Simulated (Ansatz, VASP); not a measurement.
# ZrSi2 in VASP and in Ansatz

```
CELL_PARAMETERS angstrom
1.89224 -7.50143 0.00000
1.89224 7.50143 0.00000
0.00000 0.00000 3.65677
ATOMIC_POSITIONS crystal
Zr 0.89528 0.10472 0.75000
Zr 0.10472 0.89528 0.25000
Si 0.55396 0.44604 0.75000
Si 0.44604 0.55396 0.25000
Si 0.25023 0.74977 0.75000
Si 0.74977 0.25023 0.25000
```

Change from the starting cell: strain +0.030 along x and y, +0.000 along z, atoms carried along.

Alike in both runs: task single point; functional PBEsol; k mesh 14 × 14 × 14; occupations gaussian, width 0.15 eV; no spin polarisation.

|  | VASP | Ansatz |
| --- | --- | --- |
| version | VASP 6.6.1 | Ansatz 0.2.0 |
| potentials or method | VASP PAW PBE potentials, release 64 (Zr_sv, Si), cutoff 520 eV | scalar-relativistic, plane waves, PAW |
| valence electrons in the cell | 40 | 40 |

```csv
,VASP,Ansatz,Ansatz less VASP
gap on the k mesh at the Fermi level (eV),none,none,-
pressure (GPa),-6.8,-6.9,-0.15
"traceless stress, the component that is largest in VASP (GPa)",2.52,2.50,-0.019
rms of the force components (eV/Å),0.077,0.076,-0.0007
```

VASP's potentials were made for PBE, not for PBEsol. Atom by atom the forces differ by 0.001 eV/Å (rms over components). A gap of «none» marks a metal or a gap that the smearing closes.
